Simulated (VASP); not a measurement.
A run of VASP 6.6.1:

File INCAR:

```
SYSTEM = Ti4C
  ALGO = Fast
  DIPOL = 0.5 0.5 0.346
  EDIFF = 1E-7
  EDIFFG = -0.025
  ENCUT = 520
  GGA = PE
  IBRION = 2
  IDIPOL = 3
  ISIF = 2
  ISMEAR = 0
  LASPH = .True.
  LCHARG = .False.
  LDIPOL = .True.
  LREAL = .False.
  LWAVE = .False.
  NELM = 100
  NSW = 36
  PREC = Accurate
  SIGMA = 0.1
```

Contents of KPOINTS:

```
k-points
0
Gamma
  9 7 1
  0 0 0
```

The input POSCAR:

```
Ti4C
1.0
    2.9076478547      0.0000000000      0.0000000000
    0.0000000000      4.1120350307      0.0000000000
    0.0000000000      0.0000000000     19.6538060989
Ti C
4 1
Selective dynamics
Direct
    0.5000000000      0.5000000000      0.2035229197  F F F
    0.0000000000      0.0000000000      0.2774945423  F F F
    0.5000000000      0.5000000000      0.3439527020  F F F
    0.0000000000      0.0000000000      0.4148716059  F F F
    0.0000000000      0.3000000000      0.4922103154  F F T
```

Potentials or basis: VASP PAW PBE potentials, release 64 (Ti_sv, C).

The run is started by

```console
$ cat potpaw_PBE.64/Ti_sv/POTCAR potpaw_PBE.64/C/POTCAR > POTCAR
$ mpirun -np 1 vasp_std > vasp.out
```

Hardware: 1 thread of Oxide Virtual Turin-like Processor (shared host).

Task: How long does it take, and how much memory?

Result: Wall time 74 min on 1 thread of Oxide Virtual Turin-like Processor, on a shared host, peak memory 0.38 GiB. Counts: scf iterations 262, k points 20, ion steps 4.
